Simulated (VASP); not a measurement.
# Ir (P6_3/mmc) in VASP: a series of runs

The runs below take Ir through single point, with PBEsol.

All numbers are computed with VASP 6.6.1; they aren't measurements. Logs are shortened: lines on timing, memory, paths and dates and some standing lists are left out, and cuts for length are marked.

### 1 The cell of the first run

Symmetry: P6_3/mmc, No. 194, hexagonal system. Conventional cell: a = 2.772 Å, b = 2.772 Å, c = 4.495 Å, α = 90.00°, β = 90.00°, γ = 120.00°. Ir (site symmetry -6m2) has 12 Ir at 2.76 to 2.77 Å within 3.6 Å.

This isn't the form of Ir at room conditions, which is fcc.

### 2 Single point, PBEsol, collinear spin (14.96 Å³/atom)

File INCAR:

```
  PREC = Accurate
  ENCUT = 520
  EDIFF = 1E-6
  ISMEAR = 0
  SIGMA = 0.15
  LREAL = F
  LASPH = T
  NELM = 150
  ALGO = Normal
  ISIF = 2
  LWAVE = F
  LCHARG = F
  ISPIN = 2
  MAGMOM = 0.8 0.8
  LORBIT = 11
  NUPDOWN = 1.6
  LMAXMIX = 4
  GGA = PS
  NBANDS = 20
```

File KPOINTS:

```
regular mesh
0
Gamma
  21 21 12
```

File POSCAR:

```
Ir
1.0
    2.7721480674      0.0000000000      0.0000000000
   -1.3860740337      2.4007506494      0.0000000000
    0.0000000000      0.0000000000      4.4945060960
Ir
2
Direct
    0.6666666667      0.3333333333      0.7500000000
    0.3333333333      0.6666666667      0.2500000000
```

Potentials or basis: VASP PAW PBE potentials, release 64 (Ir).

Started as:

```
> cat potpaw_PBE.64/Ir/POTCAR > POTCAR
> mpirun -np 1 vasp_std > vasp.out
```

OUTCAR:

```text
PREC = Accurate
   ENCUT = 520
   EDIFF = 1E-6
   ISMEAR = 0
   LREAL = F
   LASPH = T
   NELM = 150
   ISIF = 2
   ISPIN = 2
   LORBIT = 11
   NUPDOWN = 1.6
   GGA = PS

 ion  position               nearest neighbor table
   1  0.667  0.333  0.750-   2 2.76   2 2.76   2 2.76   2 2.76   2 2.76   2 2.76
   2  0.333  0.667  0.250-   1 2.76   1 2.76   1 2.76   1 2.76   1 2.76   1 2.76

  LATTYP: Found a hexagonal cell.
 ALAT       =     2.7721480674
 C/A-ratio  =     1.6213080928

  Lattice vectors:

 A1 = (   2.7721480674,   0.0000000000,   0.0000000000)
 A2 = (  -1.3860740337,   2.4007506494,   0.0000000000)
 A3 = (   0.0000000000,   0.0000000000,   4.4945060960)

Analysis of symmetry for initial positions (statically):
=====================================================================
 Subroutine PRICEL returns:
 Original cell was already a primitive cell.

 Routine SETGRP: Setting up the symmetry group for a
 hexagonal supercell.

 Subroutine GETGRP returns: Found 24 space group operations
 (whereof 12 operations were pure point group operations)
 out of a pool of 24 trial point group operations.

The static configuration has the point symmetry D_3d.
 The point group associated with its full space group is D_6h.

Analysis of symmetry for dynamics (positions and initial velocities):
=====================================================================
 Subroutine PRICEL returns:
 Original cell was already a primitive cell.

 Routine SETGRP: Setting up the symmetry group for a
 hexagonal supercell.

 Subroutine GETGRP returns: Found 24 space group operations
 (whereof 12 operations were pure point group operations)
 out of a pool of 24 trial point group operations.

The dynamic configuration has the point symmetry D_3d.
 The point group associated with its full space group is D_6h.

Analysis of structural, dynamic, and magnetic symmetry:
=====================================================================
 Subroutine PRICEL returns:
 Original cell was already a primitive cell.

 Routine SETGRP: Setting up the symmetry group for a
 hexagonal supercell.

 Subroutine GETGRP returns: Found 24 space group operations
 (whereof 12 operations were pure point group operations)
 out of a pool of 24 trial point group operations.

The overall configuration has the point symmetry D_3d.
[... 117 lines left out ...]
   IALGO  =     38    algorithm
   IMIX   =      4    mixing-type and parameters
     AMIX     =   0.40;   BMIX     =  1.00
     AMIX_MAG =   1.60;   BMIX_MAG =  1.00
  volume/ion in A,a.u.               =      14.96       100.93
  Fermi-wavevector in a.u.,A,eV,Ry     =   1.382135  2.611857 25.991177  1.910298
  Thomas-Fermi vector in A             =   2.506855
   LORBIT       =     11    0 simple, 1 ext, 2 COOP (PROOUT), +10 PAW based schemes
   GGA     = PS    functional components
   LHFCALC =     F    Hartree Fock is set to
   AEXX    =    0.0000 exact exchange contribution
   IVDW    =     0    specifies the selected vdW correction
   LEPSILON=     F    determine dielectric tensor
   LRPA    =     F    only Hartree local field effects (RPA)
 spin polarized calculation
 Gauss-broadening in eV      SIGMA  =   0.15
  energy-cutoff  :      520.00
  volume of cell :       29.91
 maximum number of plane-waves:       827
 NGX is ok and might be reduce to    24
   NGX = 11   NGY = 11   NGZ = 17

 number of electron      17.9999999 magnetization       1.6000000

 Free energy of the ion-electron system (eV)
  ---------------------------------------------------
  ext. energy  EPLUGINS =         0.00000000
  ---------------------------------------------------
  free energy    TOTEN  =       -19.11113590 eV

  energy without entropy =      -19.08119718  energy(sigma->0) =      -19.09616654

 E-fermi :   8.9135     XC(G=0): -13.7697

 val. band max:        9.6661372590   @ k =   0.4286   0.0952   0.2500
 cond. band min:       8.9223963702   @ k =   0.2381   0.0952   0.1667
 fundamental gap:     -0.7437408888
 Fermi energy:         9.6740290462

 spin component 1

 k-point     1 :       0.0000    0.0000    0.0000
  band No.  band energies     occupation
      1      -1.3871      1.00000
      2       1.5989      1.00000
      3       5.5540      1.00000
      4       5.6439      1.00000
      5       5.6439      1.00000
      6       6.2421      1.00000
[... 541 lines left out ...]
     19      29.7747      0.00000
     20      31.3955      0.00000

 [... further k-points ...]

 spin component 2

 k-point     1 :       0.0000    0.0000    0.0000
  band No.  band energies     occupation
      1      -1.1949      1.00000
      2       1.9426      1.00000
      3       6.0512      1.00000
      4       6.1325      1.00000
      5       6.1325      1.00000
      6       6.7456      1.00000
[... 541 lines left out ...]
     19      29.9816      0.00000
     20      31.6586      0.00000

 [... further k-points ...]

------------------------ aborting loop because EDIFF is reached ----------------------------------------

  FORCE on cell =-STRESS in cart. coord.  units (eV):
  Direction    XX          YY          ZZ          XY          YZ          ZX
  --------------------------------------------------------------------------------------
  -------------------------------------------------------------------------------------
  Total       -2.5290474     -2.5290474     -2.6216260      0.0000000      0.0000000      0.0000000
  in kB     -135.4634403   -135.4634403   -140.4222288      0.0000000      0.0000000      0.0000000
  external PRESSURE =    -137.1163698 kB  Pullay stress =       0.0000000 kB

 VOLUME and BASIS-vectors are now :
 -----------------------------------------------------------------------------
  energy-cutoff  :      520.00
  volume of cell :       29.91
      direct lattice vectors                 reciprocal lattice vectors
     2.772148067  0.000000000  0.000000000     0.360731092  0.208268193  0.000000000
    -1.386074034  2.400750649  0.000000000     0.000000000  0.416536386  0.000000000
     0.000000000  0.000000000  4.494506096     0.000000000  0.000000000  0.222493858

 POSITION                                       TOTAL-FORCE (eV/Angst)
 -----------------------------------------------------------------------------------
      1.38607      0.80025      3.37088         0.000000     -0.000000      0.000000
     -0.00000      1.60050      1.12363        -0.000000      0.000000      0.000000
 -----------------------------------------------------------------------------------
    total drift:                               -0.000000      0.000000     -0.000000

  FREE ENERGIE OF THE ION-ELECTRON SYSTEM (eV)
  ---------------------------------------------------
  free  energy   TOTEN  =       -19.1111359037 eV

  energy  without entropy=      -19.0811971819  energy(sigma->0) =      -19.09616654

 total charge

# of ion       s       p       d       tot
------------------------------------------
    1        0.638   0.668   6.904   8.210
    2        0.638   0.668   6.904   8.210
--------------------------------------------------
tot          1.276   1.337  13.808  16.420

 magnetization (x)

# of ion       s       p       d       tot
------------------------------------------
    1        0.003   0.003   0.776   0.782
    2        0.003   0.003   0.776   0.782
--------------------------------------------------
tot          0.007   0.006   1.552   1.565
```

OSZICAR:

```text
N       E                     dE             d eps       ncg     rms          rms(c)
DAV:   1     0.143910015528E+03    0.14391E+03   -0.77363E+03 26896   0.868E+02
DAV:   2    -0.162103428572E+02   -0.16012E+03   -0.14132E+03 27384   0.257E+02
DAV:   3    -0.202595302537E+02   -0.40492E+01   -0.39881E+01 32160   0.488E+01
DAV:   4    -0.203106711666E+02   -0.51141E-01   -0.51114E-01 30976   0.460E+00
DAV:   5    -0.203121491616E+02   -0.14780E-02   -0.14779E-02 32280   0.834E-01    0.209E+01
DAV:   6    -0.192903233505E+02    0.10218E+01   -0.11489E+00 32172   0.123E+01    0.850E+00
DAV:   7    -0.191248172671E+02    0.16551E+00   -0.26496E-01 36092   0.539E+00    0.394E+00
DAV:   8    -0.191172284538E+02    0.75888E-02   -0.54490E-03 30568   0.484E-01    0.158E+00
DAV:   9    -0.191115092220E+02    0.57192E-02   -0.67766E-03 31316   0.886E-01    0.627E-01
DAV:  10    -0.191111276034E+02    0.38162E-03   -0.16276E-04 30420   0.106E-01    0.279E-02
DAV:  11    -0.191111335729E+02   -0.59695E-05   -0.78242E-06 32468   0.239E-02    0.207E-02
DAV:  12    -0.191111350532E+02   -0.14803E-05   -0.43131E-07 19872   0.514E-03    0.148E-02
DAV:  13    -0.191111359037E+02   -0.85054E-06   -0.47875E-07 17044   0.591E-03
   1 F= -.19111136E+02 E0= -.19096167E+02  d E =-.299387E-01  mag=     1.6000
```

It took 2 min on 1 thread of Intel Xeon 6975P-C (Granite Rapids), shared host; peak memory 0.39 GiB.

Results:

| Item | Value |
| --- | --- |
| Free energy | -19.1111 eV |
| Pressure | -13.7 GPa |
| Net moment | 1.60 μB per cell |
| Site moments | Ir +0.78 μB |
| Valence electrons inside the program's atomic spheres | Ir 8.21 |

Caveat: the cell stands under tension; the PAW data sets were made with another functional, which shifts forces and pressure a little; spin-orbit coupling is left out, which moves the levels of the heavy elements; the total moment is fixed, so each spin has its own Fermi level and the state may be an excited one.

### 3 Single point, PBEsol, collinear spin (14.96 Å³/atom)

File INCAR:

```
PREC = Accurate
ENCUT = 520
EDIFF = 1E-7
ISMEAR = 0
SIGMA = 0.15
LREAL = False
LASPH = True
NELM = 150
ALGO = Normal
ISIF = 2
LWAVE = False
LCHARG = False
ISPIN = 2
MAGMOM = 0.6 0.6
LORBIT = 11
NUPDOWN = 1.2
LMAXMIX = 4
GGA = PS
NBANDS = 20
```

KPOINTS is that of step 2.

POSCAR is that of step 2.

Potentials or basis: VASP PAW PBE potentials, release 64 (Ir).

Started as:

```
> cat potpaw_PBE.64/Ir/POTCAR > POTCAR
> mpirun -np 1 vasp_std > vasp.out
```

It took 2.1 min on 1 thread of Intel Xeon 6975P-C (Granite Rapids), shared host; peak memory 0.38 GiB.

The run converged. Its results:

| Property | Result |
| --- | --- |
| Free energy | -19.2397 eV |
| Pressure | -15.8 GPa |
| Net moment | 1.20 μB per cell |
| Site moments | Ir +0.59 μB |
| Valence electrons inside the program's atomic spheres | Ir 8.21 |

Stress tensor (GPa, compression positive):
```
-15.56   0.00   0.00
  0.00 -15.56   0.00
  0.00   0.00 -16.40
```

Caveat: the cell stands under tension; the PAW data sets were made with another functional, which shifts forces and pressure a little; spin-orbit coupling is left out, which moves the levels of the heavy elements; the total moment is fixed, so each spin has its own Fermi level and the state may be an excited one.

### 4 Single point, PBEsol, collinear spin (14.96 Å³/atom)

File INCAR:

```
  ALGO = Normal
  EDIFF = 1E-6
  ENCUT = 520
  GGA = PS
  ISIF = 2
  ISMEAR = 0
  ISPIN = 2
  LASPH = True
  LCHARG = True
  LELF = True
  LMAXMIX = 4
  LORBIT = 11
  LREAL = False
  LVHAR = True
  LWAVE = False
  MAGMOM = 0.1 0.1
  NBANDS = 20
  NELM = 150
  NUPDOWN = 0.2
  PREC = Accurate
  SIGMA = 0.15
```

File KPOINTS:

```
k-points
0
Gamma
  21 21 12
```

POSCAR is that of step 3.

Started as:

```
> cat potpaw_PBE.64/Ir/POTCAR > POTCAR
> mpirun -np 1 vasp_std > vasp.out
```

It took 4 min on 1 thread of Intel Xeon Platinum 8259CL at 2.50GHz (Skylake/Cascade Lake), shared host; peak memory 0.38 GiB.

The run converged. Its results:

```
Free energy                                           : -19.3949 eV
Pressure                                              : -18.4 GPa
Net moment                                            : 0.20 μB per cell
Site moments                                          : Ir +0.10 μB
Valence electrons inside the program's atomic spheres : Ir 8.21
```

Stress tensor (GPa, compression positive):
```
-18.32   0.00   0.00
  0.00 -18.32   0.00
  0.00   0.00 -18.53
```

Caveat: the cell stands under tension; the PAW data sets were made with another functional, which shifts forces and pressure a little; spin-orbit coupling is left out, which moves the levels of the heavy elements; the total moment is fixed, so each spin has its own Fermi level and the state may be an excited one.

### 5 Single point, PBEsol, collinear spin (14.96 Å³/atom)

File INCAR:

```
ALGO = Normal
EDIFF = 1E-6
ENCUT = 520
GGA = PS
ISIF = 2
ISMEAR = 0
ISPIN = 2
LASPH = True
LCHARG = False
LMAXMIX = 4
LORBIT = 11
LREAL = False
LWAVE = False
MAGMOM = 0.5 0.5
NBANDS = 20
NELM = 150
NUPDOWN = 1.0
PREC = Accurate
SIGMA = 0.15
```

KPOINTS is that of step 4.

POSCAR is that of step 4.

Started as:

```
> cat potpaw_PBE.64/Ir/POTCAR > POTCAR
> mpirun -np 1 vasp_std > vasp.out
```

It took 4.1 min on 1 thread of Intel Xeon Platinum 8259CL at 2.50GHz (Skylake/Cascade Lake), shared host; peak memory 0.38 GiB.

It converged, with:

| Item | Value |
| --- | --- |
| Free energy | -19.2884 eV |
| Pressure | -16.6 GPa |
| Net moment | 1.00 μB per cell |
| Site moments | Ir +0.49 μB |
| Valence electrons inside the program's atomic spheres | Ir 8.21 |

Stress tensor (GPa, compression positive):
```
-16.33   0.00   0.00
  0.00 -16.33   0.00
  0.00   0.00 -17.18
```

Caveat: the cell stands under tension; the PAW data sets were made with another functional, which shifts forces and pressure a little; spin-orbit coupling is left out, which moves the levels of the heavy elements; the total moment is fixed, so each spin has its own Fermi level and the state may be an excited one.

### 6 Overview

```tsv
fixed moment (μB)	pressure (GPa)	moment (μB)
1.6	-13.7	1.60
1.2	-15.8	1.20
0.2	-18.4	0.20
1.0	-16.6	1.00
```

Alike in all rows: task single point; level PBEsol; potentials or basis VASP PAW PBE potentials, release 64 (Ir); spin collinear; cell as given; k mesh 21 × 21 × 12; cutoff (eV) 520; smearing gaussian 0.15 eV.

Caveats: the cell stands under tension; the PAW data sets were made with another functional, which shifts forces and pressure a little; spin-orbit coupling is left out, which moves the levels of the heavy elements; the total moment is fixed, so each spin has its own Fermi level and the state may be an excited one.

Total energies depend on the potentials used, so only differences within one code and one set of settings carry meaning.
